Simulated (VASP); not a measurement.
Write the native input for VASP 6.6.1 that does the following.

```
Task                   : single point
Functional             : PBEsol
Potentials or basis    : VASP PAW PBE potentials, release 64 (S)
Cutoff                 : 500 eV
k mesh                 : 21 × 21 × 21
Occupations            : fermi-dirac, width 0.08 eV
Spin                   : no spin polarisation
Dipole correction      : no
Further INCAR settings : ALGO = Normal; EDIFF = 1e-06; NBANDS = 9
```

The structure of S lies in POSCAR:

```
S
1.0
   -1.2310931157      1.2310931157      1.2310931157
    1.2310931157     -1.2310931157      1.2310931157
    1.2310931157      1.2310931157     -1.2310931157
S
1
Direct
    0.0000000000      0.0000000000      0.0000000000
```

This isn't the form of S at room conditions, which is orthorhombic, of S8 rings.

One way to write it, as run:

INCAR

```
ALGO = Normal
EDIFF = 1E-6
ENCUT = 500
GGA = PS
GGA_COMPAT = False
ISIF = 2
ISMEAR = -1
LASPH = True
LCHARG = False
LREAL = False
LWAVE = False
NBANDS = 9
NELM = 120
PREC = Accurate
SIGMA = 0.08
```

KPOINTS

```
k-points
0
Gamma
  21 21 21
```

Potentials or basis: VASP PAW PBE potentials, release 64 (S).

Run with:

```sh
$ cat potpaw_PBE.64/S/POTCAR > POTCAR
$ mpirun -np 1 vasp_std > vasp.out
```

It gave:

```json
{
 "Pressure": "249.3 GPa",
 "Band gap on the k mesh": "zero (bands 3 and 4 overlap by 20.23 eV)"
}
```

Caveat: the cell stands under pressure; the PAW data sets were made with another functional, which shifts forces and pressure a little.

Wall time 3.5 s on 1 thread of Intel(R) Xeon(R) 6975P-C (Granite Rapids), with other jobs on the host, peak memory 0.12 GiB.
